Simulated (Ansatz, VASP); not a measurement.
TiO2: VASP beside Ansatz

INCAR

```
ALGO = Normal ; EDIFF = 1E-8
ENCUT = 520 ; GGA = PE
ISIF = 2 ; ISMEAR = -1
LASPH = True ; LCHARG = False
LEFG = True ; LREAL = False
LWAVE = False ; NBANDS = 33
NELM = 80 ; PREC = Accurate
SIGMA = 0.05
```

File KPOINTS:

```
k-points
0
Gamma
  7 7 10
```

Contents of POSCAR:

```
TiO2
1.0
    4.5940000000      0.0000000000      0.0000000000
    0.0000000000      4.5940000000      0.0000000000
    0.0000000000      0.0000000000      3.0477700000
Ti O
2 4
Direct
    0.0000000000      0.0000000000      0.0000000000
    0.5000000000      0.5000000000      0.5000000000
    0.3060000000      0.3060000000      0.0000000000
    0.1940000000      0.8060000000      0.5000000000
    0.6940000000      0.6940000000      0.0000000000
    0.8060000000      0.1940000000      0.5000000000
```

Input for Ansatz:

```yaml
crystal:
  lattice:
    - [4.594, 0.0, 0.0]
    - [0.0, 4.594, 0.0]
    - [0.0, 0.0, 3.04777]
  atoms:
    - { symbol: Ti, position: [0.0, 0.0, 0.0] }
    - { symbol: Ti, position: [0.5, 0.5, 0.5] }
    - { symbol: O, position: [0.306, 0.306, 0.0] }
    - { symbol: O, position: [0.194, 0.806, 0.5] }
    - { symbol: O, position: [0.694, 0.694, 0.0] }
    - { symbol: O, position: [0.806, 0.194, 0.5] }
kpoints:
  mp_grid: { grid: [7, 7, 10] }
scf:
  occupations: { method: fermi_dirac, width: 0.05 }
hamiltonian:
  xc: pbe
  pseudopotentials: { kind: all_electron, datasets: crystal }
output:
  forces: true
  stress: true
  eigenvalues: true
  efg: { contact_densities: true }
```

Change from the starting cell: zz strain of +3 %, crystal datasets.

Alike in both runs: task electric field gradients; functional PBE; k mesh 7 × 7 × 10; occupations fermi-dirac, width 0.05 eV; no spin polarisation.

|  | VASP | Ansatz |
| --- | --- | --- |
| version | VASP 6.6.1 | Ansatz 0.2.0 |
| potentials or method | VASP PAW PBE potentials, release 64 (Ti_sv, O), cutoff 520 eV | all-electron PAW with datasets made for the crystal, scalar-relativistic |

|  | VASP | Ansatz | Ansatz less VASP |
| --- | --- | --- | --- |
| pressure (GPa) | -2.0 | -2.6 | -0.63 |
| traceless stress, the component that is largest in VASP (GPa) | -6.28 | -6.47 | -0.190 |
| rms of the force components (eV/Å) | 0.052 | 0.044 | -0.0081 |
| size of Vzz on the site where it differs most (V/Å²) | 23.9 | 24.6 | +0.65 |

Atom by atom the forces differ by 0.008 eV/Å (rms over components). Ansatz ran all-electron here, and VASP with PAW potentials.
